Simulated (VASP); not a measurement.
GaSb:

```
Sb Ga
1.0
    -1.58642    2.72747    2.95006
     1.58642   -2.72747    2.95006
     1.58642    2.72747   -2.95006
Sb Ga
1 1
Direct
  0.50000 0.50000 0.00000
  0.00000 0.00000 0.00000
```

Base run:

```yaml
Program: VASP 6.6.1
Functional: PBEsol
Potentials_or_basis: VASP PAW PBE potentials, release 64 (Sb, Ga_d)
Cutoff: 520 eV
k_mesh: 10 × 10 × 10
Occupations: fermi-dirac, width 0.05 eV
Spin: no spin polarisation
```

Its results: band gap on the k mesh zero (band 9 reaches 7.52 eV, above the bottom of band 10 at 3.44 eV); pressure -5.5 GPa.

Question: The run is repeated on the same cell with these changes: functional from PBEsol to r2SCAN. What comes out?

Answer: Band gap on the k mesh zero (band 9 reaches 7.69 eV, above the bottom of band 10 at 3.40 eV); pressure -4.4 GPa.

Caveats: the PAW data sets were made with another functional, which shifts forces and pressure a little; spin-orbit coupling is left out, which moves the levels of the heavy elements.
